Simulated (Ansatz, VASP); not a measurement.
## Sb in VASP and in Ansatz

```
CELL_PARAMETERS angstrom
2.14341 1.23750 3.73148
-2.14341 1.23750 3.73148
0.00000 -2.47499 3.73148
ATOMIC_POSITIONS crystal
Sb 0.23364 0.23364 0.23364
Sb 0.76636 0.76636 0.76636
```

Change from the starting cell: volume scaled by 0.99, crystal datasets.

Alike in both runs: task electric field gradients; functional PBEsol; k mesh 9 × 9 × 9; occupations fermi-dirac, width 0.05 eV; no spin polarisation.

```csv
,VASP,Ansatz
version,VASP 6.6.1,Ansatz 0.2.0
potentials or method,"VASP PAW PBE potentials, release 64 (Sb), cutoff 400 eV","all-electron PAW with datasets made for the crystal, scalar-relativistic"
```

```csv
,VASP,Ansatz,Ansatz less VASP
pressure (GPa),1.2,1.0,-0.19
"traceless stress, the component that is largest in VASP (GPa)",-0.46,-0.41,+0.055
rms of the force components (eV/Å),0.148,0.114,-0.0344
size of Vzz on the site where it differs most (V/Å²),43.2,47.6,+4.37
```

VASP's potentials were made for PBE, not for PBEsol. Atom by atom the forces differ by 0.034 eV/Å (rms over components). Ansatz ran all-electron here, and VASP with PAW potentials.

Spin-orbit coupling is off throughout.
